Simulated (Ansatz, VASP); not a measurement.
# SiO2: VASP beside Ansatz

```
Si O
1.0
     4.98900    0.00000    0.00000
     0.00000    4.98900    0.00000
     0.00000    0.00000    6.99100
Si O
4 8
Direct
  0.30283 0.30283 0.00000
  0.19717 0.80283 0.25000
  0.69717 0.69717 0.50000
  0.80283 0.19717 0.75000
  0.23773 0.11194 0.18260
  0.38806 0.73773 0.43260
  0.76227 0.88806 0.68260
  0.61194 0.26227 0.93260
  0.73773 0.38806 0.56740
  0.88806 0.76227 0.31740
  0.26227 0.61194 0.06740
  0.11194 0.23773 0.81740
```

Alike in both runs: task electric field gradients; functional r2SCAN; k mesh 4 × 4 × 3; occupations fermi-dirac, width 0.02 eV; no spin polarisation.

```csv
,VASP,Ansatz
version,VASP 6.6.1,Ansatz 0.2.0
potentials or method,"VASP PAW PBE potentials, release 64 (Si, O)","plane-wave PAW, scalar-relativistic"
plane-wave cutoff (eV),520,500
valence electrons in the cell,64,64
```

Ansatz gave:

| Property | Result |
| --- | --- |
| gap on the k mesh at the Fermi level (eV) | 6.24 |
| pressure (GPa) | -4.0 |
| traceless stress, the component that is largest in VASP (GPa) | -0.59 |
| rms of the force components (eV/Å) | 0.142 |
| size of Vzz on the site where it differs most (V/Å²) | 97.7 |

Which values does VASP return?

gap on the k mesh at the Fermi level (eV): 6.24; pressure (GPa): -3.5; traceless stress, the component that is largest in VASP (GPa): -0.61; rms of the force components (eV/Å): 0.136; size of Vzz on the site where it differs most (V/Å²): 89.6.

VASP's potentials were made for PBE, not for r2SCAN. Atom by atom the forces differ by 0.012 eV/Å (rms over components). With one functional, cell and mesh, what is left measures potentials, basis and numerics.
